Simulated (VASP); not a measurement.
Wanted: the native input for a VASP 6.6.1 run.

```
Task                   : single point
Functional             : PBE
Potentials or basis    : VASP PAW PBE potentials, release 64 (Mn_pv, S)
Cutoff                 : 520 eV
k mesh                 : 12 × 12 × 6
Occupations            : gaussian, width 0.05 eV
Spin                   : no spin polarisation
Dipole correction      : no
Further INCAR settings : ALGO = Normal; EDIFF = 1e-06; NBANDS = 27
```

The structure of MnS (Rambergite) lies in POSCAR:

```
MnS
1.0
    3.3813247957      0.0000000000      0.0000000000
   -1.6906623979      2.9283131715      0.0000000000
    0.0000000000      0.0000000000      6.0144436126
Mn S
2 2
Direct
    0.3333333333      0.6666666667      0.0125569402
    0.6666666667      0.3333333333      0.5125569402
    0.3333333333      0.6666666667      0.3724430598
    0.6666666667      0.3333333333      0.8724430598
```

This cell differs from its parent crystal: volume scaled by 0.960.

The input as run:

INCAR

```
PREC     = Accurate       # precision mode
ENCUT    = 520            # plane-wave cutoff, eV
EDIFF    = 1E-6           # SCF threshold, eV
ISMEAR   = 0              # smearing method
SIGMA    = 0.05           # smearing width, eV
LREAL    = False          # projectors in reciprocal space
LASPH    = True           # aspherical terms in the spheres
NELM     = 80             # most SCF steps
ALGO     = Normal         # electronic algorithm
ISIF     = 2              # what is computed and relaxed
LWAVE    = False          # write WAVECAR
LCHARG   = False          # write CHGCAR
GGA      = PE             # functional
NBANDS   = 27             # bands
```

KPOINTS

```
Automatic mesh
0
Gamma
  12 12 6
```

Potentials or basis: VASP PAW PBE potentials, release 64 (Mn_pv, S).

Launch:

```sh
$ cat potpaw_PBE.64/Mn_pv/POTCAR potpaw_PBE.64/S/POTCAR > POTCAR
$ mpirun -np 1 vasp_std > vasp.out
```

Results of the run:

```json
{
  "Pressure": "5.6 GPa",
  "Largest force": "0.004 eV/Å",
  "Band gap on the k mesh": "zero (band 19 reaches 8.52 eV, above the bottom of band 20 at 7.43 eV)"
}
```

Caveat: the run has no spin polarisation, though such a crystal can be magnetic; semilocal functionals often make such compounds metallic where correlation or magnetic order opens a gap, which also shifts bond lengths.

Run time: 110 s on 1 thread of Intel(R) Xeon(R) Platinum 8259CL CPU @ 2.50GHz (Skylake/Cascade Lake), with other jobs on the host, peak memory 0.24 GiB.
